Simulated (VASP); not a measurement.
# MgS: single point with PBEsol

Crystal: MgS.

```xyz
64
Lattice="10.3640 0.0000 0.0000 0.0000 10.3640 0.0000 0.0000 0.0000 10.3640" Properties=species:S:1:pos:R:3 pbc="T T T"
S     2.5910    0.0000    0.0000
S     2.5910    0.0000    5.1820
S     2.5910    5.1820    0.0000
S     2.5910    5.1820    5.1820
S     7.7730    0.0000    0.0000
S     7.7730    0.0000    5.1820
S     7.7730    5.1820    0.0000
S     7.7730    5.1820    5.1820
S     0.0000    2.5910    0.0000
S     0.0000    2.5910    5.1820
S     0.0000    7.7730    0.0000
S     0.0000    7.7730    5.1820
S     5.1820    2.5910    0.0000
S     5.1820    2.5910    5.1820
S     5.1820    7.7730    0.0000
S     5.1820    7.7730    5.1820
S     0.0000    0.0000    2.5910
S     0.0000    0.0000    7.7730
S     0.0000    5.1820    2.5910
S     0.0000    5.1820    7.7730
S     5.1820    0.0000    2.5910
S     5.1820    0.0000    7.7730
S     5.1820    5.1820    2.5910
S     5.1820    5.1820    7.7730
S     2.5910    2.5910    2.5910
S     2.5910    2.5910    7.7730
S     2.5910    7.7730    2.5910
S     2.5910    7.7730    7.7730
S     7.7730    2.5910    2.5910
S     7.7730    2.5910    7.7730
S     7.7730    7.7730    2.5910
S     7.7730    7.7730    7.7730
Mg    0.0000    0.0000    0.0000
Mg    0.0000    0.0000    5.1820
Mg    0.0000    5.1820    0.0000
Mg    0.0000    5.1820    5.1820
Mg    5.1820    0.0000    0.0000
Mg    5.1820    0.0000    5.1820
Mg    5.1820    5.1820    0.0000
Mg    5.1820    5.1820    5.1820
Mg    2.5910    2.5910    0.0000
Mg    2.5910    2.5910    5.1820
Mg    2.5910    7.7730    0.0000
Mg    2.5910    7.7730    5.1820
Mg    7.7730    2.5910    0.0000
Mg    7.7730    2.5910    5.1820
Mg    7.7730    7.7730    0.0000
Mg    7.7730    7.7730    5.1820
Mg    2.5910    0.0000    2.5910
Mg    2.5910    0.0000    7.7730
Mg    2.5910    5.1820    2.5910
Mg    2.5910    5.1820    7.7730
Mg    7.7730    0.0000    2.5910
Mg    7.7730    0.0000    7.7730
Mg    7.7730    5.1820    2.5910
Mg    7.7730    5.1820    7.7730
Mg    0.0000    2.5910    2.5910
Mg    0.0000    2.5910    7.7730
Mg    0.0000    7.7730    2.5910
Mg    0.0000    7.7730    7.7730
Mg    5.1820    2.5910    2.5910
Mg    5.1820    2.5910    7.7730
Mg    5.1820    7.7730    2.5910
Mg    5.1820    7.7730    7.7730
```

```json
{
 "Program": "VASP 6.6.1",
 "Task": "single point",
 "Functional": "PBEsol",
 "Potentials or basis": "VASP PAW PBE potentials, release 64 (S, Mg)",
 "Cutoff": "520 eV",
 "k mesh": "1 × 1 × 1",
 "Occupations": "fermi-dirac, width 0.05 eV",
 "Spin": "no spin polarisation",
 "Dipole correction": "no",
 "Further INCAR settings": "LREAL = Auto; ALGO = Normal; EDIFF = 1e-07; NBANDS = 166"
}
```

* Pressure: 0.3 GPa
* Band gap on the k mesh: 2.70 eV

Levels at points of the mesh, in eV from the valence-band top:
```csv
k point,band 125,band 126,band 127,band 128,band 129,band 130,band 131,band 132
"(0.00, 0.00, 0.00)",-0.62,0.00,0.00,0.00,2.70,2.70,2.70,3.68
```

Run time: 4.8 min on 1 thread of Intel Xeon 6975P-C, with other jobs on the host, peak memory 0.92 GiB.

Caveat: the k points lie up to 0.61 Å⁻¹ apart; the PAW data sets were made with another functional, which shifts forces and pressure a little. A k mesh can miss the band edges.
